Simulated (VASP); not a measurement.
Input of a VASP 6.6.1 run:

File INCAR:

```
  PREC = Accurate
  ENCUT = 600
  EDIFF = 1E-6
  ISMEAR = 0
  SIGMA = 0.1
  LREAL = False
  LASPH = True
  NELM = 100
  ALGO = Fast
  ISIF = 3
  LWAVE = False
  LCHARG = False
  GGA = PE
  IBRION = 2
  NSW = 100
  EDIFFG = -0.01
```

File KPOINTS:

```
regular mesh
0
Gamma
  12 12 4
```

File POSCAR:

```
Mg3Te
1.0
    4.9481384483      0.0000000000      0.0000000000
   -2.4740692242      4.2852135977      0.0000000000
    0.0000000000      0.0000000000     12.4035267185
Mg Te
6 2
Direct
    0.3333333333      0.6666666667      0.1311548956
    0.3333333333      0.6666666667      0.8688451044
    0.6666666667      0.3333333333      0.8688451044
    0.6666666667      0.3333333333      0.1311548956
    0.0000000000      0.0000000000      0.0000000000
    0.0000000000      0.0000000000      0.5000000000
    0.0000000000      0.0000000000      0.2821832634
    0.0000000000      0.0000000000      0.7178167366
```

Potentials or basis: VASP PAW PBE potentials, release 64 (Mg, Te).

Run with:

```sh
$ cat potpaw_PBE.64/Mg/POTCAR potpaw_PBE.64/Te/POTCAR > POTCAR
$ mpirun -np 1 vasp_std > vasp.out
```

**Question.** Estimate the space group after relaxing (to 0.05 Å).

**Answer.** P6/mmm (No. 191).

**Question.** What does it give for the band gap on the k mesh?

**Answer.** Zero (band 12 reaches 3.07 eV, above the bottom of band 13 at 1.82 eV).

Final structure:
```yaml
crystal:
  lattice:
    - [4.98634, 0.00000, 0.00000]
    - [-2.49317, 4.31830, 0.00000]
    - [0.00000, 0.00000, 12.30629]
  atoms:
    - { symbol: Mg, position: [0.33333, 0.66667, 0.12690] }
    - { symbol: Mg, position: [0.33333, 0.66667, 0.87310] }
    - { symbol: Mg, position: [0.66667, 0.33333, 0.87310] }
    - { symbol: Mg, position: [0.66667, 0.33333, 0.12690] }
    - { symbol: Mg, position: [0.00000, 0.00000, 0.00000] }
    - { symbol: Mg, position: [0.00000, 0.00000, 0.50000] }
    - { symbol: Te, position: [0.00000, 0.00000, 0.28051] }
    - { symbol: Te, position: [0.00000, 0.00000, 0.71949] }
```

Caveat: spin-orbit coupling is left out, which moves the levels of the heavy elements.
